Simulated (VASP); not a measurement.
A run of VASP 6.6.1:

File POSCAR:

```
SnSe2
1.0
    4.0133931921      0.0000000000      0.0000000000
   -2.0066965961      3.1763578364      0.0000000000
    0.0000000000      0.0000000000      6.5233023644
Sn Se
1 2
Direct
    0.0000000000      0.0000000000      0.0000000000
    0.3333333333      0.6666666667      0.2412719747
    0.6666666667      0.3333333333      0.7587280253
```

INCAR.step1

```
SYSTEM = SnSe2
PREC     = Accurate       ! precision mode
ENCUT    = 520            ! plane-wave cutoff, eV
ISMEAR   = 0              ! smearing method
SIGMA    = 0.05           ! smearing width, eV
LREAL    = .False.        ! projectors in reciprocal space
LASPH    = .True.         ! aspherical terms in the spheres
NELM     = 100            ! most SCF steps
NBANDS   = 20             ! bands
GGA      = PE             ! functional
ALGO     = Normal         ! electronic algorithm
EDIFF    = 1E-4           ! SCF threshold, eV
LWAVE    = .True.         ! write WAVECAR
LCHARG   = .False.        ! write CHGCAR
```

The input INCAR.step2:

```
SYSTEM = SnSe2
PREC     = Accurate       ! precision mode
ENCUT    = 520            ! plane-wave cutoff, eV
EDIFF    = 1E-6           ! SCF threshold, eV
ISMEAR   = 0              ! smearing method
SIGMA    = 0.05           ! smearing width, eV
LREAL    = .False.        ! projectors in reciprocal space
LASPH    = .True.         ! aspherical terms in the spheres
NELM     = 100            ! most SCF steps
ALGO     = Normal         ! electronic algorithm
ISIF     = 2              ! what is computed and relaxed
LWAVE    = .False.        ! write WAVECAR
LCHARG   = .False.        ! write CHGCAR
METAGGA  = R2SCAN         ! meta-GGA
LMIXTAU  = .True.       
NBANDS   = 20             ! bands
ISTART   = 1
```

The input KPOINTS:

```
regular mesh
0
Gamma
  12 12 4
  0 0 0
```

Potentials or basis: VASP PAW PBE potentials, release 64 (Sn_d, Se).

The run is started by

```sh
$ cat potpaw_PBE.64/Sn_d/POTCAR potpaw_PBE.64/Se/POTCAR > POTCAR
$ cp INCAR.step1 INCAR
$ mpirun -np 1 vasp_std > vasp.out
$ cp INCAR.step2 INCAR
$ mpirun -np 1 vasp_std > vasp.out
```

Hardware: 1 thread of Intel Xeon 8259CL (shared host).

Question: How long does it take, and how much memory?

Answer: Run time: 34 min on 1 thread of Intel Xeon 8259CL, with other jobs on the host, peak memory 0.37 GiB. Counts: k points 164.
